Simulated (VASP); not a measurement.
SrCl2: single point with PBE

SrCl2:

```
Sr Cl
1.0
     0.00000    3.51145    3.51145
     3.51145    0.00000    3.51145
     3.51145    3.51145    0.00000
Sr Cl
1 2
Direct
  0.00000 0.00000 0.00000
  0.75000 0.75000 0.75000
  0.25000 0.25000 0.25000
```

```yaml
Program: VASP 6.6.1
Task: single point
Functional: PBE
Potentials_or_basis: VASP PAW PBE potentials, release 64 (Sr_sv, Cl)
Cutoff: 520 eV
k_mesh: 7 × 7 × 7
Occupations: fermi-dirac, width 0.05 eV
Spin: no spin polarisation
Dipole_correction: no
Further_INCAR_settings: ALGO = Normal; EDIFF = 1e-07; NBANDS = 19
```

```json
{"Pressure": "0.3 GPa", "Band gap on the k mesh": "5.30 eV (least direct gap 5.59 eV)"}
```

Levels at points of the mesh, in eV from the valence-band top:
```
           k point  band 10  band 11  band 12  band 13  band 14  band 15
(0.00, 0.00, 0.00)    -0.30    -0.30    -0.30     5.30     6.14     6.14
```

Wall time 59 s on 1 thread of Intel Xeon 8259CL (shared host), peak memory 0.24 GiB.

Caveat: an odd mesh through Γ misses points on the zone boundary, where band edges can lie.
